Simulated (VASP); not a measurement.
The system is BaHfO3.

```xyz
5
Lattice="4.1576 0.0000 0.0000 0.0000 4.1576 0.0000 0.0000 0.0000 4.1576" Properties=species:S:1:pos:R:3 pbc="T T T"
Ba    0.0000    0.0000    0.0000
Hf    2.0788    2.0788    2.0788
O     2.0788    2.0788    0.0000
O     0.0000    2.0788    2.0788
O     2.0788    0.0000    2.0788
```

Base run:

```yaml
Program: VASP 6.6.1
Functional: r2SCAN
Potentials_or_basis: VASP PAW PBE potentials, release 64 (Ba_sv, Hf_pv, O)
Cutoff: 520 eV
k_mesh: 6 × 6 × 6
Occupations: fermi-dirac, width 0.05 eV
Spin: no spin polarisation
```

Its results: band gap on the k mesh 4.14 eV, indirect (least direct gap 4.37 eV); pressure 1.8 GPa.

Problem. The run is repeated on the same cell with these changes: functional from r2SCAN to PBEsol. What comes out?

Solution. Band gap on the k mesh 3.50 eV, indirect (least direct gap 3.70 eV); pressure -0.4 GPa.

r2SCAN gives the wider gap, since meta-GGAs in the generalised Kohn-Sham scheme recover part of the derivative discontinuity.

Caveats: the PAW data sets were made with another functional, which shifts forces and pressure a little; spin-orbit coupling is left out, which moves the levels of the heavy elements.

A k mesh can miss the band edges.
